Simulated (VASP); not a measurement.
# Au (Pm-3m) in VASP: notebook

The runs below take Au through single point, with PBEsol.

All numbers are computed with VASP 6.6.1; they aren't measurements. Logs are shortened: lines on timing, memory, paths and dates and some standing lists are left out, and cuts for length are marked.

### Step 1. The cell of the first run

The structure is cubic, space group Pm-3m (No. 221). The conventional cell has a = 2.694 Å, b = 2.694 Å, c = 2.694 Å, α = 90.00°, β = 90.00°, γ = 90.00°. Within 3.6 Å of Au (site symmetry m-3m) lie 6 Au at 2.69 Å.

### Step 2. Single point, PBEsol, collinear spin, ferromagnetic start

File INCAR:

```
ALGO = Normal ; EDIFF = 1E-7
ENCUT = 520 ; GGA = PS
ISIF = 2 ; ISMEAR = -1
ISPIN = 2 ; LASPH = T
LCHARG = T ; LELF = T
LMAXMIX = 4 ; LORBIT = 11
LREAL = F ; LVHAR = T
LWAVE = F ; MAGMOM = 2
NBANDS = 16 ; NELM = 150
PREC = Accurate ; SIGMA = 0.08
```

File KPOINTS:

```
k-points
0
Gamma
  14 14 14
```

File POSCAR:

```
Au
1.0
    2.6940425392      0.0000000000      0.0000000000
    0.0000000000      2.6940425392      0.0000000000
    0.0000000000      0.0000000000      2.6940425392
Au
1
Direct
    0.0000000000      0.0000000000      0.0000000000
```

Potentials or basis: VASP PAW PBE potentials, release 64 (Au).

On the command line:

```bash
> cat potpaw_PBE.64/Au/POTCAR > POTCAR
> mpirun -np 1 vasp_std > vasp.out
```

OUTCAR:

```text
EDIFF = 1E-7
   ENCUT = 520
   GGA = PS
   ISIF = 2
   ISMEAR = -1
   ISPIN = 2
   LASPH = T
   LORBIT = 11
   LREAL = F
   NELM = 150
   PREC = Accurate

 ion  position               nearest neighbor table
   1  0.000  0.000  0.000-

  LATTYP: Found a simple cubic cell.
 ALAT       =     2.6940425392

  Lattice vectors:

 A1 = (   2.6940425392,   0.0000000000,   0.0000000000)
 A2 = (   0.0000000000,   2.6940425392,   0.0000000000)
 A3 = (   0.0000000000,   0.0000000000,   2.6940425392)

Analysis of symmetry for initial positions (statically):
=====================================================================
 Subroutine PRICEL returns:
 Original cell was already a primitive cell.

 Routine SETGRP: Setting up the symmetry group for a
 simple cubic supercell.

 Subroutine GETGRP returns: Found 48 space group operations
 (whereof 48 operations were pure point group operations)
 out of a pool of 48 trial point group operations.

The static configuration has the point symmetry O_h .

Analysis of symmetry for dynamics (positions and initial velocities):
=====================================================================
 Subroutine PRICEL returns:
 Original cell was already a primitive cell.

 Routine SETGRP: Setting up the symmetry group for a
 simple cubic supercell.

 Subroutine GETGRP returns: Found 48 space group operations
 (whereof 48 operations were pure point group operations)
 out of a pool of 48 trial point group operations.

The dynamic configuration has the point symmetry O_h .

Analysis of structural, dynamic, and magnetic symmetry:
=====================================================================
 Subroutine PRICEL returns:
 Original cell was already a primitive cell.

 Routine SETGRP: Setting up the symmetry group for a
 simple cubic supercell.

 Subroutine GETGRP returns: Found 48 space group operations
 (whereof 48 operations were pure point group operations)
 out of a pool of 48 trial point group operations.

The overall configuration has the point symmetry O_h .

 Subroutine INISYM returns: Found 48 space group operations
 (whereof 48 operations are pure point group operations),
 and found     1 'primitive' translations

----------------------------------------------------------------------------------------

                                     Primitive cell

  volume of cell :      19.5530

  direct lattice vectors                    reciprocal lattice vectors
     2.694042539  0.000000000  0.000000000     0.371189387  0.000000000  0.000000000
[... 94 lines left out ...]
   PSTRESS=    0.0 pullay stress
   NELECT =      11.0000    total number of electrons
   NUPDOWN=      -1.0000    fix difference up-down
   EMIN   =  10.00;   EMAX   =-10.00  energy-range for DOS
   EFERMI =   0.00;   METHOD = LEGACY
   ISMEAR =    -1;   SIGMA  =   0.08  broadening in eV -4-tet -1-fermi 0-gaus
   EFERMI_NEDOS =   21; number of points for ismear=-14 and -15
   IALGO  =     38    algorithm
   IMIX   =      4    mixing-type and parameters
     AMIX     =   0.40;   BMIX     =  1.00
     AMIX_MAG =   1.60;   BMIX_MAG =  1.00
  volume/ion in A,a.u.               =      19.55       131.95
  Fermi-wavevector in a.u.,A,eV,Ry     =   1.351454  2.553878 24.850061  1.826428
  Thomas-Fermi vector in A             =   2.478874
   LORBIT       =     11    0 simple, 1 ext, 2 COOP (PROOUT), +10 PAW based schemes
   GGA     = PS    functional components
   LHFCALC =     F    Hartree Fock is set to
   AEXX    =    0.0000 exact exchange contribution
   IVDW    =     0    specifies the selected vdW correction
   LEPSILON=     F    determine dielectric tensor
   LRPA    =     F    only Hartree local field effects (RPA)
 spin polarized calculation
  energy-cutoff  :      520.00
  volume of cell :       19.55
 maximum number of plane-waves:       552
   NGX = 11   NGY = 11   NGZ = 11

 number of electron      11.0000001 magnetization      -0.0000283

 number of electron      11.0000001 magnetization       0.0000817

 Free energy of the ion-electron system (eV)
  ---------------------------------------------------
  ext. energy  EPLUGINS =         0.00000000
  ---------------------------------------------------
  free energy    TOTEN  =        -3.65582545 eV

  energy without entropy =       -3.64819657  energy(sigma->0) =       -3.65201101

 E-fermi :   6.8122     XC(G=0): -11.9585

 val. band max:        6.8030732276   @ k =   0.5000   0.5000   0.3571
 cond. band min:       6.8170421672   @ k =   0.5000   0.5000   0.4286
 fundamental gap:      0.0139689395
 Fermi energy:         6.8121646941

 spin component 1

 k-point     1 :       0.0000    0.0000    0.0000
  band No.  band energies     occupation
      1      -1.4348      1.00000
      2       0.8486      1.00000
      3       0.8486      1.00000
      4       5.4790      1.00000
      5       5.4790      1.00000
      6       5.4790      1.00000
[... 435 lines left out ...]
      5       4.9770      1.00000
      6       5.2200      1.00000
[... 8 lines left out ...]
     15      37.6741      0.00000
     16      38.9263      0.00000

 [... further k-points ...]

 spin component 2

 k-point     1 :       0.0000    0.0000    0.0000
  band No.  band energies     occupation
      1      -1.4346      1.00000
      2       0.8490      1.00000
      3       0.8490      1.00000
      4       5.4791      1.00000
      5       5.4791      1.00000
      6       5.4791      1.00000
[... 435 lines left out ...]
      5       4.9771      1.00000
      6       5.2202      1.00000
[... 8 lines left out ...]
     15      37.6743      0.00000
     16      38.9263      0.00000

 [... further k-points ...]
[... 5 lines left out ...]
  --------------------------------------------------------------------------------------
  -------------------------------------------------------------------------------------
  Total       -0.0273120     -0.0273120     -0.0273120      0.0000000      0.0000000     -0.0000000
  in kB       -2.2379534     -2.2379534     -2.2379534      0.0000000      0.0000000     -0.0000000
  external PRESSURE =      -2.2379534 kB  Pullay stress =       0.0000000 kB

 VOLUME and BASIS-vectors are now :
 -----------------------------------------------------------------------------
  energy-cutoff  :      520.00
  volume of cell :       19.55
      direct lattice vectors                 reciprocal lattice vectors
     2.694042539  0.000000000  0.000000000     0.371189387  0.000000000  0.000000000
     0.000000000  2.694042539  0.000000000     0.000000000  0.371189387  0.000000000
     0.000000000  0.000000000  2.694042539     0.000000000  0.000000000  0.371189387

 POSITION                                       TOTAL-FORCE (eV/Angst)
 -----------------------------------------------------------------------------------
      0.00000      0.00000      0.00000         0.000000      0.000000      0.000000
 -----------------------------------------------------------------------------------
    total drift:                               -0.000000      0.000000     -0.000000

  FREE ENERGIE OF THE ION-ELECTRON SYSTEM (eV)
  ---------------------------------------------------
  free  energy   TOTEN  =        -3.6558254489 eV

  energy  without entropy=       -3.6481965699  energy(sigma->0) =       -3.65201101

 total charge

# of ion       s       p       d       tot
------------------------------------------
    1        0.611   0.315   8.743   9.669

 magnetization (x)

# of ion       s       p       d       tot
------------------------------------------
    1        0.000   0.000   0.000   0.000
```

OSZICAR:

```text
N       E                     dE             d eps       ncg     rms          rms(c)
DAV:   1     0.525546708932E+02    0.52555E+02   -0.51010E+03  7800   0.601E+02
DAV:   2    -0.265427081977E+01   -0.55209E+02   -0.51888E+02 10344   0.161E+02
DAV:   3    -0.354942883205E+01   -0.89516E+00   -0.89457E+00  9568   0.188E+01
DAV:   4    -0.355305307545E+01   -0.36242E-02   -0.36242E-02  9952   0.133E+00
DAV:   5    -0.355308394352E+01   -0.30868E-04   -0.30867E-04  9472   0.115E-01    0.104E+01
DAV:   6    -0.365704540738E+01   -0.10396E+00   -0.98032E-01  9096   0.619E+00    0.560E+00
DAV:   7    -0.366180743523E+01   -0.47620E-02   -0.29475E-02  8560   0.109E+00    0.344E+00
DAV:   8    -0.365903503686E+01    0.27724E-02   -0.45442E-03  8568   0.422E-01    0.167E+00
DAV:   9    -0.365595876047E+01    0.30763E-02   -0.61325E-04  9512   0.152E-01    0.118E-01
DAV:  10    -0.365589366567E+01    0.65095E-04   -0.16902E-04  8584   0.847E-02    0.470E-02
DAV:  11    -0.365582537901E+01    0.68287E-04   -0.97782E-06  9488   0.223E-02    0.116E-02
DAV:  12    -0.365582544888E+01   -0.69870E-07   -0.43649E-07  9424   0.417E-03
   1 F= -.36558254E+01 E0= -.36520110E+01  d E =-.762888E-02  mag=    -0.0001
```

stdout:

```text
POSCAR found type information on POSCAR Au
 POSCAR found :  1 types and       1 ions
 scaLAPACK will be used
 -----------------------------------------------------------------------------
|                                                                             |
|                                                                             |
|     You enforced a specific xc type in the INCAR file but a different       |
|     I HOPE YOU KNOW WHAT YOU ARE DOING!                                     |
|                                                                             |
 -----------------------------------------------------------------------------

 LDA part: xc-table for (Slater+PW92), standard interpolation
 POSCAR, INCAR and KPOINTS ok, starting setup
 FFT: planning ... GRIDC
 FFT: planning ... GRID_SOFT
 FFT: planning ... GRID
 WAVECAR not read
 entering main loop
```

Run time: 64 s. Hardware: 1 thread of AMD EPYC 7R13, shared host; peak memory 0.14 GiB.

What came out:

* Free energy: -3.6558 eV
* Pressure: -0.2 GPa
* Net moment: 0.00 μB per cell
* Valence electrons inside the program's atomic spheres: Au 9.67

Caveat: the PAW data sets were made with another functional, which shifts forces and pressure a little; spin-orbit coupling is left out, which moves the levels of the heavy elements.

(Part 1 of 2 ends here.)
